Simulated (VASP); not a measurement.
## K: single point with LDA

K:

```
CELL_PARAMETERS angstrom
4.76240 0.00000 0.00000
-2.38120 4.12436 0.00000
0.00000 0.00000 7.82997
ATOMIC_POSITIONS crystal
K 0.33333 0.66667 0.25000
K 0.66667 0.33333 0.75000
```

```json
{"Program": "VASP 6.6.1", "Task": "single point", "Functional": "LDA", "Potentials or basis": "VASP PAW LDA potentials, release 64 (K_sv)", "Cutoff": "520 eV", "k mesh": "5 × 5 × 3", "Occupations": "fermi-dirac, width 0.1 eV", "Spin": "no spin polarisation"}
```

* Pressure: -0.6 GPa
* Band gap on the k mesh: zero (band 9 reaches 0.25 eV, above the bottom of band 10 at -1.31 eV)

Levels at points of the mesh, in eV from the Fermi level:
| k point | band 5 | band 6 | band 7 | band 8 | band 9 | band 10 | band 11 | band 12 | band 13 | band 14 |
| --- | --- | --- | --- | --- | --- | --- | --- | --- | --- | --- |
| (0.00, 0.00, 0.00) | -15.60 | -15.59 | -15.59 | -15.59 | -2.16 | 0.19 | 0.51 | 3.89 | 3.89 | 3.92 |

It took 19 s on 1 thread of Intel(R) Xeon(R) Platinum 8488C (Sapphire Rapids), on a shared host, peak memory 0.2 GiB.
